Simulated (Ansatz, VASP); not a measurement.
# Two plane-wave programs on Fe3Co

The input INCAR:

```
PREC = Accurate
ENCUT = 520
EDIFF = 1E-6
ISMEAR = 0
SIGMA = 0.1
LREAL = False
LASPH = True
NELM = 60
ALGO = Fast
ISIF = 2
LWAVE = False
LCHARG = False
GGA = PS
NBANDS = 24
```

KPOINTS

```
regular mesh
0
Gamma
  10 10 14
```

POSCAR

```
Fe3Co
1.0
    3.9132884096      0.0000000000      0.0000000000
    0.0000000000      3.9132884096      0.0000000000
    0.0000000000      0.0000000000      2.7501944522
Fe Co
3 1
Direct
    0.5000000000      0.5000000000      0.0000000000
    0.5000000000      0.0000000000      0.5000000000
    0.0000000000      0.5000000000      0.5000000000
    0.0000000000      0.0000000000      0.0000000000
```

Input for Ansatz:

```yaml
crystal:
  lattice:
    - [3.9132884096, 0.0, 0.0]
    - [0.0, 3.9132884096, 0.0]
    - [0.0, 0.0, 2.7501944522]
  atoms:
    - { symbol: Fe, position: [0.5, 0.5, 0.0] }
    - { symbol: Fe, position: [0.5, 0.0, 0.5] }
    - { symbol: Fe, position: [0.0, 0.5, 0.5] }
    - { symbol: Co, position: [0.0, 0.0, 0.0] }
basis:
  ecutwfc: 420
kpoints:
  mp_grid: { grid: [10, 10, 14] }
hamiltonian:
  xc: pbesol
scf:
  occupations: { method: gaussian, width: 0.1 }
  lower_state_search: "off"
output:
  forces: true
  stress: true
  eigenvalues: true
```

Alike in both runs: task single point; functional PBEsol; k mesh 10 × 10 × 14; occupations gaussian, width 0.1 eV; no spin polarisation.

|  | VASP | Ansatz |
| --- | --- | --- |
| version | VASP 6.6.1 | Ansatz 0.2.0 |
| potentials or method | VASP PAW PBE potentials, release 64 (Fe, Co), cutoff 520 eV | scalar-relativistic, plane waves, PAW |
| valence electrons in the cell | 33 | 65 |

|  | VASP | Ansatz | Ansatz less VASP |
| --- | --- | --- | --- |
| gap on the k mesh at the Fermi level (eV) | none | none | - |
| pressure (GPa) | -11.5 | -11.2 | +0.39 |
| traceless stress, the component that is largest in VASP (GPa) | -0.06 | -0.06 | +0.005 |

VASP's potentials were made for PBE, not for PBEsol. A gap of «none» marks a metal or a gap that the smearing closes. VASP's potentials hold 33 valence electrons a cell and Ansatz's 65, so a difference there can come from the potentials and not from the codes.
